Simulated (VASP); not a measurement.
Input of a VASP 6.6.1 run:

The input INCAR:

```
SYSTEM = SiMo3
PREC = Accurate ; ENCUT = 520
EDIFF = 1E-6 ; ISMEAR = 0
SIGMA = 0.1 ; LREAL = .False.
LASPH = .True. ; NELM = 80
ALGO = Fast ; ISIF = 2
LWAVE = .False. ; LCHARG = .False.
GGA = PE ; NBANDS = 31
```

File KPOINTS:

```
regular mesh
0
Gamma
  14 14 10
  0 0 0
```

The input POSCAR:

```
SiMo3
1.0
    3.5865943699      0.0000000000      0.0000000000
    0.0000000000      3.5865943699      0.0000000000
    0.0000000000      0.0000000000      5.2731419746
Si Mo
1 3
Direct
    0.0000000000      0.0000000000      0.5000000000
    0.0000000000      0.0000000000      0.0000000000
    0.5000000000      0.5000000000      0.5000000000
    0.5000000000      0.5000000000      0.0000000000
```

Potentials or basis: VASP PAW PBE potentials, release 64 (Si, Mo_sv).

Launch:

```bash
$ cat potpaw_PBE.64/Si/POTCAR potpaw_PBE.64/Mo_sv/POTCAR > POTCAR
$ mpirun -np 1 vasp_std > vasp.out
```

Q: What does it give for the pressure?

A: 0.3 GPa.

Q: Estimate the band gap on the k mesh.

A: Zero (band 23 reaches 11.11 eV, above the bottom of band 24 at 9.82 eV).

Stress tensor (GPa, compression positive):
```
0.37 0.00 0.00
0.00 0.37 0.00
0.00 0.00 0.26
```
